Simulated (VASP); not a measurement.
# Ag3PN4 (P-43n) in VASP: single point with PBE

Aim: the single point of Ag3PN4 with PBE.

Program: VASP 6.6.1. These are calculated values, not measurements. Logs are shortened: lines on timing, memory, paths and dates and some standing lists are left out, and cuts for length are marked.

## 1. The cell of the first run

Symmetry: P-43n, No. 218, cubic system. The conventional cell has a = 6.043 Å, b = 6.043 Å, c = 6.043 Å, α = 90.00°, β = 90.00°, γ = 90.00°. Within 2.2 Å of P (site symmetry 23) lie 4 N at 1.62 Å. Ag (site symmetry -4) has 4 N at 2.36 Å and 2 Ag at 3.02 Å within 3.1 Å. N (site symmetry 3) has 1 P at 1.62 Å within 2.2 Å.

## 2. Single point, PBE

The input, INCAR:

```
PREC = Accurate
ENCUT = 520
EDIFF = 1E-7
ISMEAR = -1
SIGMA = 0.1
LREAL = Auto
LASPH = True
NELM = 80
ALGO = Normal
ISIF = 2
LWAVE = False
LCHARG = False
GGA = PE
NBANDS = 72
```

The input, KPOINTS:

```
Automatic mesh
0
Gamma
  6 6 6
```

The input, POSCAR:

```
Ag3PN4
1.0
    6.0433380000      0.0000000000      0.0000000000
    0.0000000000      6.0433380000      0.0000000000
    0.0000000000      0.0000000000      6.0433380000
P Ag N
2 6 8
Direct
    0.0000000000      0.0000000000      0.0000000000
    0.5000000000      0.5000000000      0.5000000000
    0.5000000000      0.2500000000      0.0000000000
    0.7500000000      0.0000000000      0.5000000000
    0.5000000000      0.7500000000      0.0000000000
    0.2500000000      0.0000000000      0.5000000000
    0.0000000000      0.5000000000      0.2500000000
    0.0000000000      0.5000000000      0.7500000000
    0.3450000000      0.3450000000      0.3450000000
    0.8450000000      0.1550000000      0.1550000000
    0.6550000000      0.6550000000      0.3450000000
    0.1550000000      0.8450000000      0.1550000000
    0.3450000000      0.6550000000      0.6550000000
    0.8450000000      0.8450000000      0.8450000000
    0.6550000000      0.3450000000      0.6550000000
    0.1550000000      0.1550000000      0.8450000000
```

Potentials or basis: VASP PAW PBE potentials, release 64 (P, Ag, N).

The run is started by

```
> cat potpaw_PBE.64/P/POTCAR potpaw_PBE.64/Ag/POTCAR potpaw_PBE.64/N/POTCAR > POTCAR
> mpirun -np 1 vasp_std > vasp.out
```

OUTCAR:

```text
PREC = Accurate
   ENCUT = 520
   EDIFF = 1E-7
   ISMEAR = -1
   LREAL = Auto
   LASPH = True
   NELM = 80
   ISIF = 2
   GGA = PE

 ion  position               nearest neighbor table
   1  0.000  0.000  0.000-  10 1.62  12 1.62  14 1.62  16 1.62
   2  0.500  0.500  0.500-   9 1.62  11 1.62  13 1.62  15 1.62
   3  0.500  0.250  0.000-  10 2.36  16 2.36  15 2.36   9 2.36   5 3.02   5 3.02
   4  0.750  0.000  0.500-  11 2.36  15 2.36  14 2.36  10 2.36   6 3.02   6 3.02
   5  0.500  0.750  0.000-  12 2.36  14 2.36  13 2.36  11 2.36   3 3.02   3 3.02
   6  0.250  0.000  0.500-   9 2.36  13 2.36  12 2.36  16 2.36   4 3.02   4 3.02
   7  0.000  0.500  0.250-   9 2.36  10 2.36  11 2.36  12 2.36   8 3.02   8 3.02
   8  0.000  0.500  0.750-  13 2.36  14 2.36  15 2.36  16 2.36   7 3.02   7 3.02
   9  0.345  0.345  0.345-   2 1.62   6 2.36   7 2.36   3 2.36
  10  0.845  0.155  0.155-   1 1.62   3 2.36   7 2.36   4 2.36
  11  0.655  0.655  0.345-   2 1.62   4 2.36   7 2.36   5 2.36
  12  0.155  0.845  0.155-   1 1.62   5 2.36   7 2.36   6 2.36
  13  0.345  0.655  0.655-   2 1.62   6 2.36   8 2.36   5 2.36
  14  0.845  0.845  0.845-   1 1.62   5 2.36   8 2.36   4 2.36
  15  0.655  0.345  0.655-   2 1.62   4 2.36   8 2.36   3 2.36
  16  0.155  0.155  0.845-   1 1.62   3 2.36   8 2.36   6 2.36

  LATTYP: Found a simple cubic cell.
 ALAT       =     6.0433380000

  Lattice vectors:

 A1 = (   6.0433380000,   0.0000000000,   0.0000000000)
 A2 = (   0.0000000000,   6.0433380000,   0.0000000000)
 A3 = (   0.0000000000,   0.0000000000,   6.0433380000)

Analysis of symmetry for initial positions (statically):
=====================================================================
 Subroutine PRICEL returns:
 Original cell was already a primitive cell.

 Routine SETGRP: Setting up the symmetry group for a
 simple cubic supercell.

 Subroutine GETGRP returns: Found 24 space group operations
 (whereof 12 operations were pure point group operations)
 out of a pool of 48 trial point group operations.

The static configuration has the point symmetry T   .
 The point group associated with its full space group is T_d .

Analysis of symmetry for dynamics (positions and initial velocities):
=====================================================================
 Subroutine PRICEL returns:
 Original cell was already a primitive cell.

 Routine SETGRP: Setting up the symmetry group for a
 simple cubic supercell.

 Subroutine GETGRP returns: Found 24 space group operations
 (whereof 12 operations were pure point group operations)
 out of a pool of 48 trial point group operations.

The dynamic configuration has the point symmetry T   .
 The point group associated with its full space group is T_d .

 Subroutine INISYM returns: Found 24 space group operations
 (whereof 12 operations are pure point group operations),
 and found     1 'primitive' translations

----------------------------------------------------------------------------------------

                                     Primitive cell

  volume of cell :     220.7144

  direct lattice vectors                    reciprocal lattice vectors
     6.043338000  0.000000000  0.000000000     0.165471466  0.000000000  0.000000000
     0.000000000  6.043338000  0.000000000     0.000000000  0.165471466  0.000000000
     0.000000000  0.000000000  6.043338000     0.000000000  0.000000000  0.165471466

  length of vectors
     6.043338000  6.043338000  6.043338000     0.165471466  0.165471466  0.165471466

  position of ions in fractional coordinates (direct lattice)
     0.000000000  0.000000000  0.000000000
     0.500000000  0.500000000  0.500000000
     0.500000000  0.250000000  0.000000000
     0.750000000  0.000000000  0.500000000
     0.500000000  0.750000000  0.000000000
     0.250000000  0.000000000  0.500000000
[... 8 lines left out ...]
     0.655000000  0.345000000  0.655000000
     0.155000000  0.155000000  0.845000000

  ion indices of the primitive-cell ions
   primitive index   ion index
                 1           1
                 2           2
                 3           3
                 4           4
                 5           5
                 6           6
[... 8 lines left out ...]
                15          15
                16          16

----------------------------------------------------------------------------------------

 KPOINTS: Automatic mesh

Automatic generation of k-mesh.
 Grid dimensions read from file:
 generate k-points for:    6    6    6

 Generating k-lattice:

  Cartesian coordinates                     Fractional coordinates (reciprocal lattice)
     0.027578578  0.000000000  0.000000000     0.166666667  0.000000000  0.000000000
     0.000000000  0.027578578  0.000000000     0.000000000  0.166666667  0.000000000
     0.000000000  0.000000000  0.027578578     0.000000000  0.000000000  0.166666667

  Length of vectors
     0.027578578  0.027578578  0.027578578

  Shift w.r.t. Gamma in fractional coordinates (k-lattice)
     0.000000000  0.000000000  0.000000000

 Subroutine IBZKPT returns following result:
 ===========================================

 Found     20 irreducible k-points:

 Following reciprocal coordinates:
            Coordinates               Weight
  0.000000  0.000000  0.000000      1.000000
  0.166667  0.000000  0.000000      6.000000
  0.333333  0.000000  0.000000      6.000000
  0.500000  0.000000  0.000000      3.000000
  0.166667  0.166667  0.000000     12.000000
  0.333333  0.166667  0.000000     24.000000
[... 12 lines left out ...]
  0.500000  0.500000  0.333333      6.000000
  0.500000  0.500000  0.500000      1.000000
   k-points           NKPTS =     20   k-points in BZ     NKDIM =     20   number of bands    NBANDS=     72
   number of dos      NEDOS =    301   number of ions     NIONS =     16
   total plane-waves  NPLWV = 110592
   dimension x,y,z NGX =    48 NGY =   48 NGZ =   48
   dimension x,y,z NGXF=    96 NGYF=   96 NGZF=   96
   ions per type =               2   6   8
   NGX,Y,Z   is equivalent  to a cutoff of  13.20, 13.20, 13.20 a.u.
   NGXF,Y,Z  is equivalent  to a cutoff of  26.41, 26.41, 26.41 a.u.
 SYSTEM =  unknown system
   PREC   = accura    normal or accurate (medium, high low for compatibility)
   ISTART =      0    job   : 0-new  1-cont  2-samecut
   ICHARG =      2    charge: 1-file 2-atom 10-const
   ISPIN  =      1    spin polarized calculation?
   LNONCOLLINEAR =      F non collinear calculations
   LSORBIT =      F    spin-orbit coupling
   LASPH  =      T    aspherical Exc in radial PAW
   ENCUT  =  520.0 eV  38.22 Ry    6.18 a.u.  11.24 11.24 11.24*2*pi/ulx,y,z
   NELM   =     80;   NELMIN=  2; NELMDL= -5     # of ELM steps
   EDIFF  = 0.1E-06   stopping-criterion for ELM
   LREAL  =      T    real-space projection
   EDIFFG = 0.1E-05   stopping-criterion for IOM
   NSW    =      0    number of steps for IOM
   IBRION =     -1    ionic relax: 0-MD 1-quasi-New 2-CG
   NFREE  =      0    steps in history (QN), initial steepest desc. (CG)
   ISIF   =      2    stress and relaxation
   ISYM   =      2    0-nonsym 1-usesym 2-fastsym
   POTIM  = 0.5000    time-step for ionic-motion
   TEBEG  =    0.0;   TEEND  =   0.0 temperature during run
   PSTRESS=    0.0 pullay stress
   NELECT =     116.0000    total number of electrons
   NUPDOWN=      -1.0000    fix difference up-down
   EMIN   =  10.00;   EMAX   =-10.00  energy-range for DOS
   EFERMI =   0.00;   METHOD = LEGACY
   ISMEAR =    -1;   SIGMA  =   0.10  broadening in eV -4-tet -1-fermi 0-gaus
   EFERMI_NEDOS =   21; number of points for ismear=-14 and -15
   IALGO  =     38    algorithm
   IMIX   =      4    mixing-type and parameters
     AMIX     =   0.40;   BMIX     =  1.00
     AMIX_MAG =   1.60;   BMIX_MAG =  1.00
  volume/ion in A,a.u.               =      13.79        93.09
  Fermi-wavevector in a.u.,A,eV,Ry     =   1.321145  2.496603 23.747950  1.745425
  Thomas-Fermi vector in A             =   2.450920
   LORBIT       =      0    0 simple, 1 ext, 2 COOP (PROOUT), +10 PAW based schemes
   GGA     = PE    functional components
   LHFCALC =     F    Hartree Fock is set to
   AEXX    =    0.0000 exact exchange contribution
   IVDW    =     0    specifies the selected vdW correction
   LEPSILON=     F    determine dielectric tensor
   LRPA    =     F    only Hartree local field effects (RPA)
 non-spin polarized calculation
  energy-cutoff  :      520.00
  volume of cell :      220.71
 maximum number of plane-waves:      6031
 NGX is ok and might be reduce to    48
   NGX = 23   NGY = 23   NGZ = 23

 number of electron     115.9999991 magnetization

 Free energy of the ion-electron system (eV)
  ---------------------------------------------------
  ext. energy  EPLUGINS =         0.00000000
  ---------------------------------------------------
  free energy    TOTEN  =       -82.56910577 eV

  energy without entropy =      -82.28787180  energy(sigma->0) =      -82.42848878

 E-fermi :   4.9726     XC(G=0): -10.9758

 val. band max:        4.9153261783   @ k =   0.5000   0.3333   0.0000
 cond. band min:       4.9901263827   @ k =   0.1667   0.1667   0.0000
 fundamental gap:      0.0748002044
 Fermi energy:         4.9726063771

 k-point     1 :       0.0000    0.0000    0.0000
  band No.  band energies     occupation
      1     -12.8524      2.00000
      2     -12.6430      2.00000
      3      -9.3231      2.00000
      4      -9.3231      2.00000
      5      -9.3231      2.00000
      6      -9.1532      2.00000
[... 62 lines left out ...]
     69      11.7105      0.00000
     70      11.7105      0.00000

 k-point     2 :       0.1667    0.0000    0.0000
  band No.  band energies     occupation
      1     -12.8348      2.00000
      2     -12.6529      2.00000
      3      -9.3266      2.00000
      4      -9.3128      2.00000
      5      -9.3128      2.00000
      6      -9.1790      2.00000
[... 1303 lines left out ...]
     69      12.2606      0.00000
     70      12.2606      0.00000

 k-point    20 :       0.5000    0.5000    0.5000
  band No.  band energies     occupation
      1     -12.6946      2.00000
      2     -12.6946      2.00000
      3      -9.2904      2.00000
      4      -9.2904      2.00000
      5      -9.2904      2.00000
      6      -9.2904      2.00000
[... 62 lines left out ...]
     69      11.9309      0.00000
     70      11.9309      0.00000
 [bands above 70 left out]

------------------------ aborting loop because EDIFF is reached ----------------------------------------

  FORCE on cell =-STRESS in cart. coord.  units (eV):
  Direction    XX          YY          ZZ          XY          YZ          ZX
  --------------------------------------------------------------------------------------
  -------------------------------------------------------------------------------------
  Total       -8.3751972     -8.3751972     -8.3751972      0.0000000      0.0000000      0.0000000
  in kB      -60.7959946    -60.7959946    -60.7959946      0.0000000      0.0000000      0.0000000
  external PRESSURE =     -60.7959946 kB  Pullay stress =       0.0000000 kB

 VOLUME and BASIS-vectors are now :
 -----------------------------------------------------------------------------
  energy-cutoff  :      520.00
  volume of cell :      220.71
      direct lattice vectors                 reciprocal lattice vectors
     6.043338000  0.000000000  0.000000000     0.165471466  0.000000000  0.000000000
     0.000000000  6.043338000  0.000000000     0.000000000  0.165471466  0.000000000
     0.000000000  0.000000000  6.043338000     0.000000000  0.000000000  0.165471466

 POSITION                                       TOTAL-FORCE (eV/Angst)
 -----------------------------------------------------------------------------------
      0.00000      0.00000      0.00000         0.000000      0.000000      0.000000
      3.02167      3.02167      3.02167        -0.000000     -0.000000      0.000000
      3.02167      1.51083      0.00000         0.000000      0.000000      0.000000
      4.53250      0.00000      3.02167        -0.000000     -0.000000      0.000000
      3.02167      4.53250      0.00000         0.000000      0.000000      0.000000
      1.51083      0.00000      3.02167         0.000000     -0.000000      0.000000
[... 8 lines left out ...]
      3.95839      2.08495      3.95839         1.035022     -1.035022      1.035022
      0.93672      0.93672      5.10662         1.035022      1.035022     -1.035022
 -----------------------------------------------------------------------------------
    total drift:                               -0.000000     -0.000000     -0.000000

  FREE ENERGIE OF THE ION-ELECTRON SYSTEM (eV)
  ---------------------------------------------------
  free  energy   TOTEN  =       -82.5691057681 eV

  energy  without entropy=      -82.2878717953  energy(sigma->0) =      -82.42848878
```

It took 19 min on 1 thread of Intel Xeon 8259CL, shared host; peak memory 0.44 GiB.

What came out:

```
Free energy            : -82.5691 eV
Pressure               : -6.1 GPa
Largest force          : 1.793 eV/Å
Band gap on the k mesh : zero (bands 58 and 59 overlap by 0.69 eV)
```

Forces in eV/Å, atoms in the order of the input:
```
P    0.000  0.000  0.000
P    0.000  0.000  0.000
Ag   0.000  0.000  0.000
Ag   0.000  0.000  0.000
Ag   0.000  0.000  0.000
Ag   0.000  0.000  0.000
Ag   0.000  0.000  0.000
Ag   0.000  0.000  0.000
N   -1.035 -1.035 -1.035
N   -1.035  1.035  1.035
N    1.035  1.035 -1.035
N    1.035 -1.035  1.035
N   -1.035  1.035  1.035
N   -1.035 -1.035 -1.035
N    1.035 -1.035  1.035
N    1.035  1.035 -1.035
```

Caveat: the cell stands under tension; forces of over 1 eV/Å act on the atoms, so gaps and moduli don't describe the material at rest.
